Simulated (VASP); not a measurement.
The system is BaS.

```
Ba S
1.0
     0.08209    3.22965    3.22965
     3.22965    0.08209    3.22965
     3.22965    3.22965    0.08209
Ba S
1 1
Direct
  0.00000 0.00000 0.00000
  0.50000 0.50000 0.50000
```

This cell differs from its parent crystal: epitaxial 111 strain -2.0%.

Base run:

- Program: VASP 6.6.1
- Functional: r2SCAN
- Potentials or basis: VASP PAW PBE potentials, release 64 (Ba_sv, S)
- Cutoff: 520 eV
- k mesh: 8 × 8 × 8
- Occupations: gaussian, width 0.01 eV
- Spin: no spin polarisation

Its results: band gap on the k mesh 2.41 eV (least direct gap 2.54 eV); pressure 1.6 GPa.

The run is repeated on the same cell with these changes: functional from r2SCAN to PBE; occupations from gaussian, width 0.01 eV to fermi-dirac, width 0.02 eV. What comes out?

Band gap on the k mesh 2.06 eV (least direct gap 2.19 eV); pressure 1.6 GPa.

Caveats: spin-orbit coupling is left out, which moves the levels of the heavy elements; the PAW data sets were made with another functional, which shifts forces and pressure a little (at least some runs).

A k mesh can miss the band edges.
